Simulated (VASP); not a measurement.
# F (Cmce) in VASP: notebook

F is run at these levels: PBEsol; tasks: single point.

Program: VASP 6.6.1. These are calculated values, not measurements. Logs are shortened: lines on timing, memory, paths and dates and some standing lists are left out, and cuts for length are marked.

## Step 1: The cell of the first run

Symmetry: Cmce, No. 64, orthorhombic system. Conventional cell: a = 7.186 Å, b = 4.247 Å, c = 6.184 Å, α = 90.00°, β = 90.00°, γ = 90.00°. F (site symmetry m) has 1 F at 1.40 Å within 1.9 Å.

## Step 2: Single point, PBEsol (strain +0.015 along x and y, -0.030 along z)

File INCAR:

```
SYSTEM = F
PREC = Accurate ; ENCUT = 520
EDIFF = 1E-6 ; ISMEAR = 0
SIGMA = 0.05 ; LREAL = .FALSE.
LASPH = .TRUE. ; NELM = 80
ALGO = Normal ; ISIF = 2
LWAVE = .FALSE. ; LCHARG = .FALSE.
GGA = PS ; NBANDS = 22
```

File KPOINTS:

```
regular mesh
0
G
  6 6 4
  0 0 0
```

File POSCAR:

```
F
1.0
    3.5932197700     -2.1232795150      0.0000000000
    3.5932197700      2.1232795150      0.0000000000
    0.0000000000      0.0000000000      6.1844542200
F
4
Direct
    0.9125420000      0.0874580000      0.0960130000
    0.5874580000      0.4125420000      0.5960130000
    0.4125420000      0.5874580000      0.4039870000
    0.0874580000      0.9125420000      0.9039870000
```

Potentials or basis: VASP PAW PBE potentials, release 64 (F).

Launch:

```sh
$ cat potpaw_PBE.64/F/POTCAR > POTCAR
$ mpirun -np 1 vasp_std > vasp.out
```

OUTCAR:

```text
SYSTEM = F
   PREC = Accurate
   ENCUT = 520
   EDIFF = 1E-6
   ISMEAR = 0
   LREAL = .FALSE.
   LASPH = .TRUE.
   NELM = 80
   ISIF = 2
   GGA = PS

 ion  position               nearest neighbor table
   1  0.913  0.087  0.096-   4 1.40
   2  0.587  0.413  0.596-   3 1.40
   3  0.413  0.587  0.404-   2 1.40
   4  0.087  0.913  0.904-   1 1.40

  LATTYP: Found a base centered orthorhombic cell.
 ALAT       =     4.2465590300
 B/A-ratio  =     1.6922971020
 C/A-ratio  =     1.4563448138

  Lattice vectors:

 A1 = (  -3.5932197700,  -2.1232795150,   0.0000000000)
 A2 = (   3.5932197700,  -2.1232795150,   0.0000000000)
 A3 = (   0.0000000000,   0.0000000000,   6.1844542200)

Analysis of symmetry for initial positions (statically):
=====================================================================
 Subroutine PRICEL returns:
 Original cell was already a primitive cell.

 Routine SETGRP: Setting up the symmetry group for a
 base centered orthorhombic supercell.

 Subroutine GETGRP returns: Found  8 space group operations
 (whereof  4 operations were pure point group operations)
 out of a pool of  8 trial point group operations.

The static configuration has the point symmetry C_2h.
 The point group associated with its full space group is D_2h.

Analysis of symmetry for dynamics (positions and initial velocities):
=====================================================================
 Subroutine PRICEL returns:
 Original cell was already a primitive cell.

 Routine SETGRP: Setting up the symmetry group for a
 base centered orthorhombic supercell.

 Subroutine GETGRP returns: Found  8 space group operations
 (whereof  4 operations were pure point group operations)
 out of a pool of  8 trial point group operations.

The dynamic configuration has the point symmetry C_2h.
 The point group associated with its full space group is D_2h.

 Subroutine INISYM returns: Found  8 space group operations
 (whereof  4 operations are pure point group operations),
 and found     1 'primitive' translations

----------------------------------------------------------------------------------------

                                     Primitive cell

  volume of cell :      94.3675

  direct lattice vectors                    reciprocal lattice vectors
     3.593219770 -2.123279515  0.000000000     0.139150965 -0.235484776  0.000000000
     3.593219770  2.123279515  0.000000000     0.139150965  0.235484776  0.000000000
     0.000000000  0.000000000  6.184454220     0.000000000  0.000000000  0.161695756

  length of vectors
     4.173672749  4.173672749  6.184454220     0.273525265  0.273525265  0.161695756

  position of ions in fractional coordinates (direct lattice)
     0.912542000  0.087458000  0.096013000
     0.587458000  0.412542000  0.596013000
     0.412542000  0.587458000  0.403987000
     0.087458000  0.912542000  0.903987000

  ion indices of the primitive-cell ions
   primitive index   ion index
                 1           1
                 2           2
                 3           3
                 4           4

----------------------------------------------------------------------------------------

 KPOINTS: regular mesh

Automatic generation of k-mesh.
 Grid dimensions read from file:
 generate k-points for:    6    6    4

 Generating k-lattice:

  Cartesian coordinates                     Fractional coordinates (reciprocal lattice)
     0.023191828 -0.039247463  0.000000000     0.166666667  0.000000000  0.000000000
     0.023191828  0.039247463  0.000000000     0.000000000  0.166666667  0.000000000
     0.000000000  0.000000000  0.040423939     0.000000000  0.000000000  0.250000000

  Length of vectors
     0.045587544  0.045587544  0.040423939

  Shift w.r.t. Gamma in fractional coordinates (k-lattice)
     0.000000000  0.000000000  0.000000000

 Subroutine IBZKPT returns following result:
 ===========================================

 Found     39 irreducible k-points:

 Following reciprocal coordinates:
            Coordinates               Weight
  0.000000  0.000000  0.000000      1.000000
  0.166667 -0.000000  0.000000      4.000000
  0.333333 -0.000000  0.000000      4.000000
  0.500000 -0.000000  0.000000      2.000000
  0.166667  0.166667  0.000000      2.000000
  0.333333  0.166667  0.000000      4.000000
[... 16 lines left out ...]
  0.333333  0.333333  0.250000      4.000000
  0.500000  0.333333  0.250000      8.000000
 [... further k-points ...]
   k-points           NKPTS =     39   k-points in BZ     NKDIM =     39   number of bands    NBANDS=     22
   number of dos      NEDOS =    301   number of ions     NIONS =      4
   total plane-waves  NPLWV =  49152
   dimension x,y,z NGX =    32 NGY =   32 NGZ =   48
   dimension x,y,z NGXF=    64 NGYF=   64 NGZF=   96
   ions per type =               4
   NGX,Y,Z   is equivalent  to a cutoff of  12.75, 12.75, 12.90 a.u.
   NGXF,Y,Z  is equivalent  to a cutoff of  25.49, 25.49, 25.81 a.u.
 SYSTEM =  F
   PREC   = accura    normal or accurate (medium, high low for compatibility)
   ISTART =      0    job   : 0-new  1-cont  2-samecut
   ICHARG =      2    charge: 1-file 2-atom 10-const
   ISPIN  =      1    spin polarized calculation?
   LNONCOLLINEAR =      F non collinear calculations
   LSORBIT =      F    spin-orbit coupling
   LASPH  =      T    aspherical Exc in radial PAW
   ENCUT  =  520.0 eV  38.22 Ry    6.18 a.u.   7.76  7.76 11.50*2*pi/ulx,y,z
   NELM   =     80;   NELMIN=  2; NELMDL= -5     # of ELM steps
   EDIFF  = 0.1E-05   stopping-criterion for ELM
   LREAL  =      F    real-space projection
   EDIFFG = 0.1E-04   stopping-criterion for IOM
   NSW    =      0    number of steps for IOM
   IBRION =     -1    ionic relax: 0-MD 1-quasi-New 2-CG
   NFREE  =      0    steps in history (QN), initial steepest desc. (CG)
   ISIF   =      2    stress and relaxation
   ISYM   =      2    0-nonsym 1-usesym 2-fastsym
   POTIM  = 0.5000    time-step for ionic-motion
   TEBEG  =    0.0;   TEEND  =   0.0 temperature during run
   PSTRESS=    0.0 pullay stress
   NELECT =      28.0000    total number of electrons
   NUPDOWN=      -1.0000    fix difference up-down
   EMIN   =  10.00;   EMAX   =-10.00  energy-range for DOS
   EFERMI =   0.00;   METHOD = LEGACY
   ISMEAR =     0;   SIGMA  =   0.05  broadening in eV -4-tet -1-fermi 0-gaus
   EFERMI_NEDOS =   21; number of points for ismear=-14 and -15
   IALGO  =     38    algorithm
   IMIX   =      4    mixing-type and parameters
     AMIX     =   0.40;   BMIX     =  1.00
     AMIX_MAG =   1.60;   BMIX_MAG =  1.00
  volume/ion in A,a.u.               =      23.59       159.21
  Fermi-wavevector in a.u.,A,eV,Ry     =   1.091910  2.063410 16.221775  1.192267
  Thomas-Fermi vector in A             =   2.228165
   LORBIT       =      0    0 simple, 1 ext, 2 COOP (PROOUT), +10 PAW based schemes
   GGA     = PS    functional components
   LHFCALC =     F    Hartree Fock is set to
   AEXX    =    0.0000 exact exchange contribution
   IVDW    =     0    specifies the selected vdW correction
   LEPSILON=     F    determine dielectric tensor
   LRPA    =     F    only Hartree local field effects (RPA)
 non-spin polarized calculation
 Gauss-broadening in eV      SIGMA  =   0.05
  energy-cutoff  :      520.00
  volume of cell :       94.37
 maximum number of plane-waves:      2556
   NGX = 15   NGY = 15   NGZ = 23

 number of electron      28.0000001 magnetization

 Free energy of the ion-electron system (eV)
  ---------------------------------------------------
  ext. energy  EPLUGINS =         0.00000000
  ---------------------------------------------------
  free energy    TOTEN  =        -7.78466273 eV

  energy without entropy =       -7.78466273  energy(sigma->0) =       -7.78466273

 E-fermi :  -6.1854     XC(G=0):  -5.9056

 val. band max:       -6.4784505530   @ k =   0.5000   0.5000   0.0000
 cond. band min:      -3.1445035501   @ k =   0.0000   0.0000   0.0000
 fundamental gap:      3.3339470029
 Fermi energy:        -6.1854087234

 k-point     1 :       0.0000    0.0000    0.0000
  band No.  band energies     occupation
      1     -31.4884      2.00000
      2     -31.4052      2.00000
      3     -24.8637      2.00000
      4     -24.6784      2.00000
      5     -12.9509      2.00000
      6     -12.6475      2.00000
[... 14 lines left out ...]
     21      11.3238      0.00000
     22      11.3662      0.00000

 k-point     2 :       0.1667   -0.0000    0.0000
  band No.  band energies     occupation
      1     -31.4811      2.00000
      2     -31.4089      2.00000
      3     -24.8526      2.00000
      4     -24.6921      2.00000
      5     -12.9373      2.00000
      6     -12.6719      2.00000
[... 14 lines left out ...]
     21      10.4359      0.00000
     22      11.5104      0.00000

 k-point     3 :       0.3333   -0.0000    0.0000
  band No.  band energies     occupation
      1     -31.4625      2.00000
      2     -31.4208      2.00000
      3     -24.8215      2.00000
      4     -24.7289      2.00000
      5     -12.8938      2.00000
      6     -12.7375      2.00000
[... 14 lines left out ...]
     21       9.0744      0.00000
     22       9.5857      0.00000

 k-point     4 :       0.5000   -0.0000    0.0000
  band No.  band energies     occupation
      1     -31.4401      2.00000
      2     -31.4401      2.00000
      3     -24.7766      2.00000
      4     -24.7766      2.00000
      5     -12.8214      2.00000
      6     -12.8214      2.00000
[... 14 lines left out ...]
     21       8.0313      0.00000
     22       8.0313      0.00000

 k-point     5 :       0.1667    0.1667    0.0000
  band No.  band energies     occupation
      1     -31.4863      2.00000
      2     -31.4039      2.00000
      3     -24.8619      2.00000
      4     -24.6793      2.00000
      5     -12.9452      2.00000
      6     -12.6500      2.00000
[... 417 lines left out ...]
 k-point    22 :      -0.1667    0.1667    0.2500
  band No.  band energies     occupation
      1     -31.4575      2.00000
      2     -31.4273      2.00000
      3     -24.8092      2.00000
      4     -24.7420      2.00000
      5     -12.8675      2.00000
      6     -12.7486      2.00000
[... 14 lines left out ...]
     21       8.8808      0.00000
     22      10.2115      0.00000

 k-point    23 :       0.3333    0.3333    0.2500
  band No.  band energies     occupation
      1     -31.4711      2.00000
      2     -31.4142      2.00000
      3     -24.8326      2.00000
      4     -24.7073      2.00000
      5     -12.8983      2.00000
      6     -12.7021      2.00000
[... 14 lines left out ...]
     21       9.0426      0.00000
     22      10.2679      0.00000

 k-point    24 :       0.5000    0.3333    0.2500
  band No.  band energies     occupation
      1     -31.4653      2.00000
      2     -31.4166      2.00000
      3     -24.8247      2.00000
      4     -24.7181      2.00000
      5     -12.8841      2.00000
      6     -12.7171      2.00000
[... 14 lines left out ...]
     21       8.8457      0.00000
     22       9.3557      0.00000

 [... further k-points ...]
[... 5 lines left out ...]
  --------------------------------------------------------------------------------------
  -------------------------------------------------------------------------------------
  Total       -0.2836129      0.0446406      0.7377313      0.0000000      0.0000000      0.0000000
  in kB       -4.8151984      0.7579116     12.5252524      0.0000000      0.0000000      0.0000000
  external PRESSURE =       2.8226552 kB  Pullay stress =       0.0000000 kB

 VOLUME and BASIS-vectors are now :
 -----------------------------------------------------------------------------
  energy-cutoff  :      520.00
  volume of cell :       94.37
      direct lattice vectors                 reciprocal lattice vectors
     3.593219770 -2.123279515  0.000000000     0.139150965 -0.235484776  0.000000000
     3.593219770  2.123279515  0.000000000     0.139150965  0.235484776  0.000000000
     0.000000000  0.000000000  6.184454220     0.000000000  0.000000000  0.161695756

 POSITION                                       TOTAL-FORCE (eV/Angst)
 -----------------------------------------------------------------------------------
      3.59322     -1.75188      0.59379         0.000000      0.240365      0.372033
      3.59322     -0.37140      3.68602         0.000000     -0.240365      0.372033
      3.59322      0.37140      2.49844         0.000000      0.240365     -0.372033
      3.59322      1.75188      5.59067         0.000000     -0.240365     -0.372033
 -----------------------------------------------------------------------------------
    total drift:                                0.000000     -0.000000     -0.000000

  FREE ENERGIE OF THE ION-ELECTRON SYSTEM (eV)
  ---------------------------------------------------
  free  energy   TOTEN  =        -7.7846627344 eV

  energy  without entropy=       -7.7846627344  energy(sigma->0) =       -7.78466273
```

Run time: 27 s. Hardware: 1 thread of Intel Xeon Platinum 8559C (Emerald Rapids), shared host; peak memory 0.21 GiB.

Results:

- Free energy: -7.7847 eV
- Pressure: 0.3 GPa
- Largest force: 0.443 eV/Å
- Band gap on the k mesh: 3.33 eV

Forces in eV/Å, atoms in the order of the input:
```
F    0.000  0.240  0.372
F    0.000 -0.240  0.372
F    0.000  0.240 -0.372
F    0.000 -0.240 -0.372
```

Caveat: the cell differs from its parent crystal (strain +0.015 along x and y, -0.030 along z); this functional lacks dispersion, which holds the molecules together, so the pressure and a relaxed volume are unreliable; the PAW data sets were made with another functional, which shifts forces and pressure a little.

## Step 3: Single point, PBEsol (strain +0.000 along x and y, +0.015 along z)

File INCAR:

```
SYSTEM = F
PREC     = Accurate       ! precision mode
ENCUT    = 520            ! plane-wave cutoff, eV
EDIFF    = 1E-6           ! SCF threshold, eV
ISMEAR   = 0              ! smearing method
SIGMA    = 0.05           ! smearing width, eV
LREAL    = .False.        ! projectors in reciprocal space
LASPH    = .True.         ! aspherical terms in the spheres
NELM     = 60             ! most SCF steps
ALGO     = Normal         ! electronic algorithm
ISIF     = 2              ! what is computed and relaxed
LWAVE    = .False.        ! write WAVECAR
LCHARG   = .False.        ! write CHGCAR
GGA      = PS             ! functional
NBANDS   = 22             ! bands
```

File KPOINTS:

```
Automatic mesh
0
Gamma
  6 6 4
  0 0 0
```

File POSCAR:

```
F
1.0
    3.5401180000     -2.0919010000      0.0000000000
    3.5401180000      2.0919010000      0.0000000000
    0.0000000000      0.0000000000      6.4713618900
F
4
Direct
    0.9125420000      0.0874580000      0.0960130000
    0.5874580000      0.4125420000      0.5960130000
    0.4125420000      0.5874580000      0.4039870000
    0.0874580000      0.9125420000      0.9039870000
```

Potentials or basis: VASP PAW PBE potentials, release 64 (F).

Launch:

```sh
$ cat potpaw_PBE.64/F/POTCAR > POTCAR
$ mpirun -np 1 vasp_std > vasp.out
```

OUTCAR:

```text
SYSTEM = F
   PREC = Accurate
   ENCUT = 520
   EDIFF = 1E-6
   ISMEAR = 0
   LREAL = .False.
   LASPH = .True.
   NELM = 60
   ISIF = 2
   GGA = PS

 ion  position               nearest neighbor table
   1  0.913  0.087  0.096-   4 1.44
   2  0.587  0.413  0.596-   3 1.44
   3  0.413  0.587  0.404-   2 1.44
   4  0.087  0.913  0.904-   1 1.44

  LATTYP: Found a base centered orthorhombic cell.
 ALAT       =     4.1838020000
[... 203 lines left out ...]
      5     -12.8277      2.00000
      6     -12.5282      2.00000
[... 589 lines left out ...]
     21       8.7478      0.00000
     22       9.0011      0.00000

 [... further k-points ...]
[... 5 lines left out ...]
  --------------------------------------------------------------------------------------
  -------------------------------------------------------------------------------------
  Total       -0.2837817     -1.0937127     -2.3568442      0.0000000     -0.0000000      0.0000000
  in kB       -4.7436250    -18.2822355    -39.3964344      0.0000000     -0.0000000      0.0000000
  external PRESSURE =     -20.8074316 kB  Pullay stress =       0.0000000 kB

 VOLUME and BASIS-vectors are now :
 -----------------------------------------------------------------------------
  energy-cutoff  :      520.00
  volume of cell :       95.85
      direct lattice vectors                 reciprocal lattice vectors
     3.540118000 -2.091901000  0.000000000     0.141238230 -0.239017047  0.000000000
     3.540118000  2.091901000  0.000000000     0.141238230  0.239017047  0.000000000
     0.000000000  0.000000000  6.471361890     0.000000000  0.000000000  0.154526979

 POSITION                                       TOTAL-FORCE (eV/Angst)
 -----------------------------------------------------------------------------------
      3.54012     -1.72599      0.62133         0.000000     -0.499051     -0.841974
      3.54012     -0.36591      3.85702         0.000000      0.499051     -0.841974
      3.54012      0.36591      2.61435         0.000000     -0.499051      0.841974
      3.54012      1.72599      5.85003         0.000000      0.499051      0.841974
 -----------------------------------------------------------------------------------
    total drift:                                0.000000      0.000000     -0.000000

  FREE ENERGIE OF THE ION-ELECTRON SYSTEM (eV)
  ---------------------------------------------------
  free  energy   TOTEN  =        -7.7621356511 eV

  energy  without entropy=       -7.7621356511  energy(sigma->0) =       -7.76213565
```

OSZICAR:

```text
N       E                     dE             d eps       ncg     rms          rms(c)
DAV:   1     0.198397663249E+03    0.19840E+03   -0.14421E+04  1716   0.112E+03
DAV:   2     0.222170008042E+01   -0.19618E+03   -0.18942E+03  2508   0.273E+02
DAV:   3    -0.939940097220E+01   -0.11621E+02   -0.11562E+02  1994   0.684E+01
DAV:   4    -0.948319257411E+01   -0.83792E-01   -0.83787E-01  1894   0.672E+00
DAV:   5    -0.948375142680E+01   -0.55885E-03   -0.55883E-03  1998   0.529E-01    0.111E+01
DAV:   6    -0.820970621582E+01    0.12740E+01   -0.43171E-01  1746   0.649E+00    0.632E+00
DAV:   7    -0.776454265999E+01    0.44516E+00   -0.59254E-01  1722   0.718E+00    0.667E-01
DAV:   8    -0.776197810319E+01    0.25646E-02   -0.76385E-02  1788   0.193E+00    0.111E-01
DAV:   9    -0.776202070122E+01   -0.42598E-04   -0.93653E-04  2010   0.227E-01    0.664E-02
DAV:  10    -0.776212668900E+01   -0.10599E-03   -0.23260E-04  1830   0.121E-01    0.247E-02
DAV:  11    -0.776213592064E+01   -0.92316E-05   -0.29223E-05  1932   0.471E-02    0.661E-03
DAV:  12    -0.776213565115E+01    0.26949E-06   -0.17624E-06  1696   0.114E-02
   1 F= -.77621357E+01 E0= -.77621357E+01  d E =-.399856E-21
```

stdout:

```text
POSCAR found type information on POSCAR F
 POSCAR found :  1 types and       4 ions
 scaLAPACK will be used
 -----------------------------------------------------------------------------
|                                                                             |
|                                                                             |
|     You enforced a specific xc type in the INCAR file but a different       |
|     I HOPE YOU KNOW WHAT YOU ARE DOING!                                     |
|                                                                             |
 -----------------------------------------------------------------------------

 LDA part: xc-table for (Slater+PW92), standard interpolation
 POSCAR, INCAR and KPOINTS ok, starting setup
 FFT: planning ... GRIDC
 FFT: planning ... GRID_SOFT
 FFT: planning ... GRID
 WAVECAR not read
 entering main loop
```

Wall time 29 s (1 thread of Intel Xeon Platinum 8559C (Emerald Rapids), shared host); peak memory 0.22 GiB.

What came out:

```
Free energy            : -7.7621 eV
Pressure               : -2.1 GPa
Largest force          : 0.979 eV/Å
Band gap on the k mesh : 2.85 eV
```

Forces on the atoms (eV/Å):
```
F    0.000 -0.499 -0.842
F    0.000  0.499 -0.842
F    0.000 -0.499  0.842
F    0.000  0.499  0.842
```

Caveat: the cell differs from its parent crystal (strain +0.000 along x and y, +0.015 along z); the PAW data sets were made with another functional, which shifts forces and pressure a little. A k mesh can miss the band edges.

(Continued in part 2 of 2.)
